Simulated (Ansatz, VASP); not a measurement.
# Al in VASP and in Ansatz

File INCAR:

```
PREC = Accurate
ENCUT = 520
EDIFF = 1E-7
ISMEAR = 0
SIGMA = 0.15
LREAL = F
LASPH = T
NELM = 60
ALGO = Fast
ISIF = 2
LWAVE = F
LCHARG = F
GGA = PE
NBANDS = 10
```

KPOINTS

```
regular mesh
0
Gamma
  20 20 12
```

Contents of POSCAR:

```
Al
1.0
   -1.5743227167      1.5743227167      1.6175102401
    1.5743227167     -1.5743227167      1.6175102401
    3.1486454333      3.1486454333      0.0000000000
Al
2
Direct
    0.0000000000      0.0000000000      0.0000000000
    0.5000000000      0.5000000000      0.5000000000
```

Input for Ansatz:

```yaml
crystal:
  lattice:
    - [-1.5743227167, 1.5743227167, 1.6175102401]
    - [1.5743227167, -1.5743227167, 1.6175102401]
    - [3.1486454333, 3.1486454333, 0.0]
  atoms:
    - { symbol: Al, position: [0.0, 0.0, 0.0] }
    - { symbol: Al, position: [0.5, 0.5, 0.5] }
basis:
  ecutwfc: 420
kpoints:
  mp_grid: { grid: [20, 20, 12] }
hamiltonian:
  xc: pbe
scf:
  occupations: { method: gaussian, width: 0.15 }
output:
  forces: true
  stress: true
  eigenvalues: true
```

Change from the starting cell: mode 1 frozen in at +0.000 Å, equal normal strain along x and y -0.0267.

Alike in both runs: task single point; functional PBE; k mesh 20 × 20 × 12; occupations gaussian, width 0.15 eV; no spin polarisation.

```csv
,VASP,Ansatz
version,VASP 6.6.1,Ansatz 0.2.0
potentials or method,"VASP PAW PBE potentials, release 64 (Al), cutoff 520 eV","scalar-relativistic, plane waves, PAW"
valence electrons in the cell,6,6
```

```csv
,VASP,Ansatz,Ansatz less VASP
gap on the k mesh at the Fermi level (eV),none,none,-
pressure (GPa),4.1,4.1,+0.02
"traceless stress, the component that is largest in VASP (GPa)",0.97,0.96,-0.002
```

A gap of «none» marks a metal or a gap that the smearing closes.
